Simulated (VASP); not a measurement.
Runs of VASP 6.6.1 on W. The structure is that of space group Fd-3m (No. 227), or close to it. The cells are those of the table. 

```csv
task,cell,k mesh,cutoff (eV),gap on the mesh (eV),pressure (GPa)
single point,"a = 4.124 Å, angles 60.0°, 2 atoms",11 × 11 × 11,520,none,0.5
single point,"a = 4.283 Å, angles 60.0°, 2 atoms",11 × 11 × 11,520,none,(b)
relaxation of cell and atoms,"relaxed from a = 3.926 Å, angles 60.0°, 2 atoms",10 × 10 × 10,600,none,0.0
single point,"a = 4.124 Å, angles 60.0°, 2 atoms",15 × 15 × 15,520,none,0.4
single point,"a = 4.068 Å, angles 60.0°, 2 atoms",11 × 11 × 11,520,none,(c)
single point,"a = 4.011 Å, angles 60.0°, 2 atoms",11 × 11 × 11,520,none,12.6
single point,"a = 4.124 Å, angles 60.0°, 2 atoms",5 × 5 × 5,520,none,0.2
single point,"a = 4.231 Å, angles 60.0°, 2 atoms",11 × 11 × 11,520,none,-7.7
single point,"a = 4.124 Å, angles 60.0°, 2 atoms",10 × 10 × 10,520,none,0.5
single point,"a = 4.178 Å, angles 60.0°, 2 atoms",11 × 11 × 11,520,none,(a)
single point,"a = 3.952 Å, angles 60.0°, 2 atoms",11 × 11 × 11,520,none,20.7
```

Alike in all rows: level PBE; potentials or basis VASP PAW PBE potentials, release 64 (W_sv); no spin polarisation; smearing fermi-dirac 0.1 eV.

Problem. Fill in the values left out.

Solution. (a) -4.0; (b) -10.7; (c) 5.9.

Caveats: some runs use coarse meshes; spin-orbit coupling is left out, which moves the levels of the heavy elements.

A k mesh can miss the band edges, and the runs leave out spin-orbit coupling on W.

A gap of «none» marks levels without a gap at the run's occupations.
